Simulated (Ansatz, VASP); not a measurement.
## NaF in VASP and in Ansatz

Contents of INCAR:

```
ALGO = Normal ; EDIFF = 1E-6
ENCUT = 520 ; GGA = PE
ISIF = 2 ; ISMEAR = -5
LASPH = T ; LCHARG = F
LREAL = F ; LWAVE = F
NBANDS = 14 ; NELM = 80
PREC = Accurate ; SIGMA = 0.1
```

File KPOINTS:

```
k-points
0
Gamma
  16 16 16
```

Contents of POSCAR:

```
NaF
1.0
    0.0000000000      2.3505696169      2.3505696169
    2.3505696169      0.0000000000      2.3505696169
    2.3505696169      2.3505696169      0.0000000000
Na F
1 1
Direct
    0.0000000000      0.0000000000      0.0000000000
    0.5000000000      0.5000000000      0.5000000000
```

Input for Ansatz:

```yaml
crystal:
  lattice:
    - [0.0, 2.3505696169, 2.3505696169]
    - [2.3505696169, 0.0, 2.3505696169]
    - [2.3505696169, 2.3505696169, 0.0]
  atoms:
    - { symbol: Na, position: [0.0, 0.0, 0.0] }
    - { symbol: F, position: [0.5, 0.5, 0.5] }
kpoints:
  mp_grid: { grid: [16, 16, 16] }
scf:
  occupations: { method: tetrahedron }
hamiltonian:
  xc: pbe
  pseudopotentials: { kind: all_electron, lapw: { basis_error: 0.0005 } }
output:
  forces: true
  stress: true
  eigenvalues: true
```

Alike in both runs: task single point; functional PBE; k mesh 16 × 16 × 16; occupations tetrahedron; no spin polarisation.

|  | VASP | Ansatz |
| --- | --- | --- |
| version | VASP 6.6.1 | Ansatz 0.2.0 |
| potentials or method | VASP PAW PBE potentials, release 64 (Na_pv, F), cutoff 520 eV | all-electron LAPW, scalar-relativistic |

```tsv
	VASP	Ansatz	Ansatz less VASP
gap on the k mesh at the Fermi level (eV)	6.07	6.08	+0.011
pressure (GPa)	-0.2	0.0	+0.18
```

Ansatz ran all-electron here, and VASP with PAW potentials. Ansatz's warnings: band table not solved further, tetrahedron derivatives may miss energy slope.
